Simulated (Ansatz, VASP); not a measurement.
**Two plane-wave programs on ScTi3N3**

```
Sc Ti N
1.0
     4.30382    0.00000    0.00000
     0.00000    4.30382    0.00000
     0.00000    0.00000    4.30382
Sc Ti N
1 3 3
Direct
  0.00000 0.00000 0.00000
  0.50000 0.00000 0.50000
  0.50000 0.50000 0.00000
  0.00000 0.50000 0.50000
  0.50000 0.00000 0.00000
  0.00000 0.50000 0.00000
  0.00000 0.00000 0.50000
```

Alike in both runs: functional PBE; k mesh 8 × 8 × 8; occupations gaussian, width 0.1 eV; no spin polarisation.

Ansatz relaxed the structure, and its values are those at the end. VASP's run is a single point on that final structure, the one shown.

```csv
,VASP,Ansatz
version,VASP 6.6.1,Ansatz 0.2.0
potentials or method,"VASP PAW PBE potentials, release 64 (Sc_sv, Ti_sv, N), cutoff 520 eV","scalar-relativistic, plane waves, PAW"
valence electrons in the cell,62,62
```

```tsv
	VASP	Ansatz	Ansatz less VASP
gap on the k mesh at the Fermi level (eV)	none	none	-
pressure (GPa)	0.6	0.0	-0.59
```

A gap of «none» marks a metal or a gap that the smearing closes.
